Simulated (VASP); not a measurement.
# ZrS: relaxation of cell and atoms with LDA

The system is ZrS.

```
CELL_PARAMETERS angstrom
0.00000 2.56676 2.56676
2.56676 0.00000 2.56676
2.56676 2.56676 0.00000
ATOMIC_POSITIONS crystal
Zr 0.00000 0.00000 0.00000
S 0.50000 0.50000 0.50000
```

```json
{
 "Program": "VASP 6.6.1",
 "Task": "relaxation of cell and atoms",
 "Functional": "LDA",
 "Potentials or basis": "VASP PAW LDA potentials, release 64 (Zr_sv, S)",
 "Cutoff": "600 eV",
 "k mesh": "14 × 14 × 14",
 "Occupations": "fermi-dirac, width 0.15 eV",
 "Spin": "no spin polarisation",
 "Dipole correction": "no",
 "Further INCAR settings": "ALGO = Normal; EDIFF = 1e-06; IBRION = 2; EDIFFG = -0.001; NSW = 80; ISIF = 3"
}
```

The relaxed volume is 16.97 Å³/atom, the relaxed cell is a = 3.634 Å, b = 3.634 Å, c = 3.634 Å, α = 60.00°, β = 60.00°, γ = 60.00° and the space group after relaxing (to 0.1 Å) is Fm-3m (No. 225). The energy gained by relaxing is 0.1 meV/atom. The ionic steps are 3 and the pressure after relaxing is 0.0 GPa.

Step by step:
```
step  energy change (eV)  largest force (eV/Å)  pressure (GPa)  volume (Å³)
   1              0.0000                0.0000            0.56        33.82
   2              0.0002                0.0000           -0.76        34.11
   3             -0.0002                0.0000            0.00        33.94
```

Final structure:
```xyz
2
Lattice="0.0000 2.5698 2.5698 2.5698 0.0000 2.5698 2.5698 2.5698 0.0000" Properties=species:S:1:pos:R:3 pbc="T T T"
Zr    0.0000    0.0000    0.0000
S     2.5698    2.5698    2.5698
```

Levels at points of the mesh, in eV from the Fermi level:
```csv
k point,band 5,band 6,band 7,band 8,band 9,band 10,band 11,band 12,band 13
"(0.00, 0.00, 0.00)",-16.01,-3.48,-3.48,-3.48,-1.49,-1.49,-1.49,-0.75,-0.75
"(0.50, 0.00, 0.00)",-14.20,-8.28,-6.18,-6.18,1.62,1.62,2.00,2.02,6.02
"(0.50, 0.50, 0.00)",-15.12,-6.28,-4.43,-4.43,-3.73,0.54,2.61,2.61,3.09
```

Run time: 3.6 min on 1 thread of Intel Xeon 8259CL (shared host), peak memory 0.2 GiB.

Caveat: the highest band is partly filled, so the run has too few bands.
